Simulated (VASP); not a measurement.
Here is a VASP 6.6.1 calculation.

INCAR

```
PREC = Accurate
ENCUT = 520
EDIFF = 1E-6
ISMEAR = 0
SIGMA = 0.1
LREAL = F
LASPH = T
NELM = 100
ALGO = Normal
ISIF = 2
LWAVE = F
LCHARG = T
GGA = PE
LELF = T
LVHAR = T
NBANDS = 36
```

Contents of KPOINTS:

```
regular mesh
0
Gamma
  10 10 10
```

POSCAR

```
Ga4P
1.0
   -2.9757605231      2.9757605231      2.9757605231
    2.9757605231     -2.9757605231      2.9757605231
    2.9757605231      2.9757605231     -2.9757605231
Ga P
4 1
Direct
    0.0000000000      0.0000000000      0.5000000000
    0.5000000000      0.0000000000      0.0000000000
    0.5000000000      0.5000000000      0.5000000000
    0.0000000000      0.5000000000      0.0000000000
    0.0000000000      0.0000000000      0.0000000000
```

Potentials or basis: VASP PAW PBE potentials, release 64 (Ga_d, P).

Command:

```sh
$ cat potpaw_PBE.64/Ga_d/POTCAR potpaw_PBE.64/P/POTCAR > POTCAR
$ mpirun -np 1 vasp_std > vasp.out
```

Question: What does it give for the pressure?

Answer: 0.1 GPa.
